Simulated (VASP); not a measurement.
# Sn (Im-3m) in VASP: notebook, part 2 of 2

VASP 6.6.1. Earlier steps stand in the parts before.

### 4 Single point, HSE06

This run uses another cell than the first one, of 28.29 Å³/atom.

File POSCAR:

```
Sn
1.0
   -1.9195843076      1.9195843076      1.9195843076
    1.9195843076     -1.9195843076      1.9195843076
    1.9195843076      1.9195843076     -1.9195843076
Sn
1
Direct
    0.0000000000      0.0000000000      0.0000000000
```

File INCAR.step1:

```
PREC = Accurate ; ENCUT = 520
EDIFF = 1E-5 ; ISMEAR = -1
SIGMA = 0.05 ; LREAL = False
LASPH = True ; NELM = 100
ALGO = Normal ; ISIF = 2
LWAVE = True ; LCHARG = False
GGA = PE ; NBANDS = 13
```

File INCAR.step2:

```
PREC = Accurate ; ENCUT = 520
EDIFF = 1E-6 ; ISMEAR = -1
SIGMA = 0.05 ; LREAL = False
LASPH = True ; NELM = 100
ALGO = Normal ; ISIF = 2
LWAVE = False ; LCHARG = False
GGA = PE ; LHFCALC = True
HFSCREEN = 0.2079 ; PRECFOCK = Normal
ISTART = 1 ; NBANDS = 13
```

File KPOINTS:

```
Automatic mesh
0
Gamma
  6 6 6
```

Potentials or basis: VASP PAW PBE potentials, release 64 (Sn_d).

On the command line:

```console
> cat potpaw_PBE.64/Sn_d/POTCAR > POTCAR
> cp INCAR.step1 INCAR
> mpirun -np 1 vasp_std > vasp.out
> cp INCAR.step2 INCAR
> mpirun -np 1 vasp_std > vasp.out
```

OUTCAR:

```text
PREC = Accurate
   ENCUT = 520
   EDIFF = 1E-6
   ISMEAR = -1
   LREAL = False
   LASPH = True
   NELM = 100
   ISIF = 2
   GGA = PE
   LHFCALC = True
   HFSCREEN = 0.2079
   PRECFOCK = Normal
   ISTART = 1

 ion  position               nearest neighbor table
   1  0.000  0.000  0.000-

  LATTYP: Found a body centered cubic cell.
 ALAT       =     3.8391686152

  Lattice vectors:

 A1 = (  -1.9195843076,   1.9195843076,   1.9195843076)
 A2 = (   1.9195843076,  -1.9195843076,   1.9195843076)
 A3 = (   1.9195843076,   1.9195843076,  -1.9195843076)

Analysis of symmetry for initial positions (statically):
=====================================================================
 Subroutine PRICEL returns:
 Original cell was already a primitive cell.

 Routine SETGRP: Setting up the symmetry group for a
 body centered cubic supercell.

 Subroutine GETGRP returns: Found 48 space group operations
 (whereof 48 operations were pure point group operations)
 out of a pool of 48 trial point group operations.

The static configuration has the point symmetry O_h .

Analysis of symmetry for dynamics (positions and initial velocities):
=====================================================================
 Subroutine PRICEL returns:
 Original cell was already a primitive cell.

 Routine SETGRP: Setting up the symmetry group for a
 body centered cubic supercell.

 Subroutine GETGRP returns: Found 48 space group operations
 (whereof 48 operations were pure point group operations)
 out of a pool of 48 trial point group operations.

The dynamic configuration has the point symmetry O_h .

 Subroutine INISYM returns: Found 48 space group operations
 (whereof 48 operations are pure point group operations),
 and found     1 'primitive' translations

----------------------------------------------------------------------------------------

                                     Primitive cell

  volume of cell :      28.2932

  direct lattice vectors                    reciprocal lattice vectors
    -1.919584308  1.919584308  1.919584308     0.000000000  0.260473061  0.260473061
     1.919584308 -1.919584308  1.919584308     0.260473061  0.000000000  0.260473061
     1.919584308  1.919584308 -1.919584308     0.260473061  0.260473061  0.000000000

  length of vectors
     3.324817550  3.324817550  3.324817550     0.368364535  0.368364535  0.368364535

  position of ions in fractional coordinates (direct lattice)
     0.000000000  0.000000000  0.000000000

  ion indices of the primitive-cell ions
   primitive index   ion index
                 1           1

----------------------------------------------------------------------------------------

 KPOINTS: Automatic mesh

Automatic generation of k-mesh.
 Grid dimensions read from file:
 generate k-points for:    6    6    6

 Generating k-lattice:

[... 35 lines left out ...]
   number of dos      NEDOS =    301   number of ions     NIONS =      1
   total plane-waves  NPLWV =  21952
   dimension x,y,z NGX =    28 NGY =   28 NGZ =   28
   dimension x,y,z NGXF=    56 NGYF=   56 NGZF=   56
   ions per type =               1
   NGX,Y,Z   is equivalent  to a cutoff of  14.00, 14.00, 14.00 a.u.
   NGXF,Y,Z  is equivalent  to a cutoff of  28.00, 28.00, 28.00 a.u.
 SYSTEM =  unknown system
   PREC   = accura    normal or accurate (medium, high low for compatibility)
   ISTART =      1    job   : 0-new  1-cont  2-samecut
   ICHARG =      0    charge: 1-file 2-atom 10-const
   ISPIN  =      1    spin polarized calculation?
   LNONCOLLINEAR =      F non collinear calculations
   LSORBIT =      F    spin-orbit coupling
   LASPH  =      T    aspherical Exc in radial PAW
   ENCUT  =  520.0 eV  38.22 Ry    6.18 a.u.   6.18  6.18  6.18*2*pi/ulx,y,z
   NELM   =    100;   NELMIN=  2; NELMDL=  0     # of ELM steps
   EDIFF  = 0.1E-05   stopping-criterion for ELM
   LREAL  =      F    real-space projection
   EDIFFG = 0.1E-04   stopping-criterion for IOM
   NSW    =      0    number of steps for IOM
   IBRION =     -1    ionic relax: 0-MD 1-quasi-New 2-CG
   NFREE  =      0    steps in history (QN), initial steepest desc. (CG)
   ISIF   =      2    stress and relaxation
   ISYM   =      3    0-nonsym 1-usesym 2-fastsym
   POTIM  = 0.5000    time-step for ionic-motion
   TEBEG  =    0.0;   TEEND  =   0.0 temperature during run
   PSTRESS=    0.0 pullay stress
   NELECT =      14.0000    total number of electrons
   NUPDOWN=      -1.0000    fix difference up-down
   EMIN   =  10.00;   EMAX   =-10.00  energy-range for DOS
   EFERMI =   0.00;   METHOD = LEGACY
   ISMEAR =    -1;   SIGMA  =   0.05  broadening in eV -4-tet -1-fermi 0-gaus
   EFERMI_NEDOS =   21; number of points for ismear=-14 and -15
   IALGO  =     38    algorithm
   IMIX   =      1    mixing-type and parameters
     AMIX     =   0.40;   BMIX     =  1.00
     AMIX_MAG =   1.60;   BMIX_MAG =  1.00
  volume/ion in A,a.u.               =      28.29       190.93
  Fermi-wavevector in a.u.,A,eV,Ry     =   1.294863  2.446935 22.812465  1.676669
  Thomas-Fermi vector in A             =   2.426419
   LORBIT       =      0    0 simple, 1 ext, 2 COOP (PROOUT), +10 PAW based schemes
   GGA     = PE    functional components
   LHFCALC =     T    Hartree Fock is set to
   PRECFOCK=normal    Normal, Fast or Accurate (Low or Medium for compatibility)
   ENCUT4O =  -1.0   cutoff for four orbital integrals eV
   NKREDX  =     1    reduce k-point grid by
   NKREDY  =     1    reduce k-point grid by
   NKREDZ  =     1    reduce k-point grid by
   AEXX    =    0.2500 exact exchange contribution
   HFSCREEN=    0.2079 screening length (either q_TF or 0.3 A-1)
   HFSCREENC=   0.2079 screening length for correlation (either q_TF or 0.3 A-1)
   ENCUTFOCK=  -1.0 apply spherical cutoff to Coloumb kernel
   IVDW    =     0    specifies the selected vdW correction
   LEPSILON=     F    determine dielectric tensor
   LRPA    =     F    only Hartree local field effects (RPA)
 non-spin polarized calculation
  energy-cutoff  :      520.00
  volume of cell :       28.29
 maximum number of plane-waves:       780
 NGX is ok and might be reduce to    28
  NGX = 20; NGY = 20; NGZ = 20

 number of electron      14.0000001 magnetization

 Free energy of the ion-electron system (eV)
  ---------------------------------------------------
  ext. energy  EPLUGINS =         0.00000000
  ---------------------------------------------------
  free energy    TOTEN  =        -4.37138579 eV

  energy without entropy =       -4.36826058  energy(sigma->0) =       -4.36982319

 E-fermi :   7.7507     XC(G=0):  -8.4402

 val. band max:        7.1591789525   @ k =   0.3333   0.1667   0.1667
 cond. band min:       7.8055846243   @ k =   0.5000   0.5000   0.3333
 fundamental gap:      0.6464056718
 Fermi energy:         7.7506551807

 k-point     1 :       0.0000    0.0000    0.0000
  band No.  band energies     occupation
      1     -16.3292      2.00000
      2     -16.3292      2.00000
      3     -16.3292      2.00000
      4     -16.2021      2.00000
      5     -16.2021      2.00000
      6      -4.6044      2.00000
      7      16.0286      0.00000
      8      16.0286      0.00000
      9      16.0286      0.00000
     10      20.3776      0.00000
     11      20.3776      0.00000
     12      20.3776      0.00000
     13      20.7798      0.00000
[... 226 lines left out ...]
  band No.  band energies     occupation
      1     -16.3471      2.00000
      2     -16.3471      2.00000
      3     -16.1464      2.00000
      4     -16.1464      2.00000
      5     -16.1464      2.00000
      6       4.7910      2.00000
      7       7.0763      2.00000
      8       7.0763      2.00000
      9       7.0763      2.00000
     10      11.6713      0.00000
     11      11.6713      0.00000
     12      26.6723      0.00000
     13      29.0749      0.00000

------------------------ aborting loop because EDIFF is reached ----------------------------------------

  FORCE on cell =-STRESS in cart. coord.  units (eV):
  Direction    XX          YY          ZZ          XY          YZ          ZX
  --------------------------------------------------------------------------------------
  -------------------------------------------------------------------------------------
  Total       -0.4881300     -0.4881300     -0.4881300      0.0000000     -0.0000000      0.0000000
  in kB      -27.6416831    -27.6416831    -27.6416831      0.0000000     -0.0000000      0.0000000
  external PRESSURE =     -27.6416831 kB  Pullay stress =       0.0000000 kB

 VOLUME and BASIS-vectors are now :
 -----------------------------------------------------------------------------
  energy-cutoff  :      520.00
  volume of cell :       28.29
      direct lattice vectors                 reciprocal lattice vectors
    -1.919584308  1.919584308  1.919584308     0.000000000  0.260473061  0.260473061
     1.919584308 -1.919584308  1.919584308     0.260473061  0.000000000  0.260473061
     1.919584308  1.919584308 -1.919584308     0.260473061  0.260473061  0.000000000

 POSITION                                       TOTAL-FORCE (eV/Angst)
 -----------------------------------------------------------------------------------
      0.00000      0.00000      0.00000         0.000000      0.000000      0.000000
 -----------------------------------------------------------------------------------
    total drift:                                0.000000      0.000000      0.000001

  FREE ENERGIE OF THE ION-ELECTRON SYSTEM (eV)
  ---------------------------------------------------
  free  energy   TOTEN  =        -4.3713857863 eV

  energy  without entropy=       -4.3682605845  energy(sigma->0) =       -4.36982319
```

Run time: 31 min. Hardware: 1 thread of AMD EPYC 7R43 (Zen 3), shared host; peak memory 0.23 GiB.

Results:

```yaml
Free_energy: -4.3714 eV
Pressure: -2.8 GPa
Band_gap_on_the_k_mesh: zero (bands 7 and 8 overlap by 11.12 eV)
```

Caveat: the k points lie up to 0.39 Å⁻¹ apart, too coarse for converged energies and pressures of a metal; the PAW data sets were made with another functional, which shifts forces and pressure a little; spin-orbit coupling is left out, which moves the levels of the heavy elements.

### 5 Single point, PBE0

This run uses another cell than the first one, of 28.29 Å³/atom.

POSCAR is that of step 4.

File INCAR.step1:

```
PREC     = Accurate       # precision mode
ENCUT    = 520            # plane-wave cutoff, eV
EDIFF    = 1E-5           # SCF threshold, eV
ISMEAR   = -1             # smearing method
SIGMA    = 0.05           # smearing width, eV
LREAL    = False          # projectors in reciprocal space
LASPH    = True           # aspherical terms in the spheres
NELM     = 60             # most SCF steps
ALGO     = Normal         # electronic algorithm
ISIF     = 2              # what is computed and relaxed
LWAVE    = True           # write WAVECAR
LCHARG   = False          # write CHGCAR
GGA      = PE             # functional
NBANDS   = 13             # bands
```

File INCAR.step2:

```
PREC     = Accurate       # precision mode
ENCUT    = 520            # plane-wave cutoff, eV
EDIFF    = 1E-7           # SCF threshold, eV
ISMEAR   = -1             # smearing method
SIGMA    = 0.05           # smearing width, eV
LREAL    = False          # projectors in reciprocal space
LASPH    = True           # aspherical terms in the spheres
NELM     = 60             # most SCF steps
ALGO     = Normal         # electronic algorithm
ISIF     = 2              # what is computed and relaxed
LWAVE    = False          # write WAVECAR
LCHARG   = False          # write CHGCAR
GGA      = PE             # functional
LHFCALC  = True           # exact exchange
AEXX     = 0.25           # exact-exchange fraction
PRECFOCK = Normal       
ISTART   = 1            
NBANDS   = 13             # bands
```

File KPOINTS:

```
regular mesh
0
Gamma
  6 6 6
```

On the command line:

```console
> cat potpaw_PBE.64/Sn_d/POTCAR > POTCAR
> cp INCAR.step1 INCAR
> mpirun -np 1 vasp_std > vasp.out
> cp INCAR.step2 INCAR
> mpirun -np 1 vasp_std > vasp.out
```

It took 43 min on 1 thread of AMD EPYC 7R43 (Zen 3), shared host; peak memory 0.14 GiB.

The run converged. Its results:

```
Free energy            : -4.8536 eV
Pressure               : -3.0 GPa
Band gap on the k mesh : zero (bands 7 and 8 overlap by 11.88 eV)
```

Levels at points of the mesh, in eV from the Fermi level:
| k point | band 5 | band 6 | band 7 | band 8 | band 9 | band 10 |
| --- | --- | --- | --- | --- | --- | --- |
| (0.00, 0.00, 0.00) | -24.50 | -12.93 | 8.56 | 8.56 | 8.56 | 12.88 |
| (0.50, 0.00, 0.00) | -24.42 | -7.84 | -5.58 | 4.02 | 5.99 | 8.38 |
| (0.50, 0.50, 0.50) | -24.44 | -3.39 | -1.07 | -1.07 | -1.07 | 4.12 |

Caveat: the k points lie up to 0.39 Å⁻¹ apart, too coarse for converged energies and pressures of a metal; the PAW data sets were made with another functional, which shifts forces and pressure a little; spin-orbit coupling is left out, which moves the levels of the heavy elements.

### 6 The runs side by side

| level | cell | screening parameter | gap on the mesh (eV) | pressure (GPa) |
| --- | --- | --- | --- | --- |
| HSE06 | a = 3.303 Å, angles 109.5°, 1 atom | 0.2079 1/Å | none | -1.9 |
| PBE0 | a = 3.303 Å, angles 109.5°, 1 atom | - | none | -2.1 |
| HSE06 | a = 3.325 Å, angles 109.5°, 1 atom | 0.2079 1/Å | none | -2.8 |
| PBE0 | a = 3.325 Å, angles 109.5°, 1 atom | - | none | -3.0 |

Alike in all rows: task single point; potentials or basis VASP PAW PBE potentials, release 64 (Sn_d); no spin polarisation; k mesh 6 × 6 × 6; cutoff (eV) 520; smearing fermi-dirac 0.05 eV.

Caveats: all runs use coarse meshes; the PAW data sets were made with another functional, which shifts forces and pressure a little; spin-orbit coupling is left out, which moves the levels of the heavy elements.

Absolute energies hang on the potentials; compare differences alone.
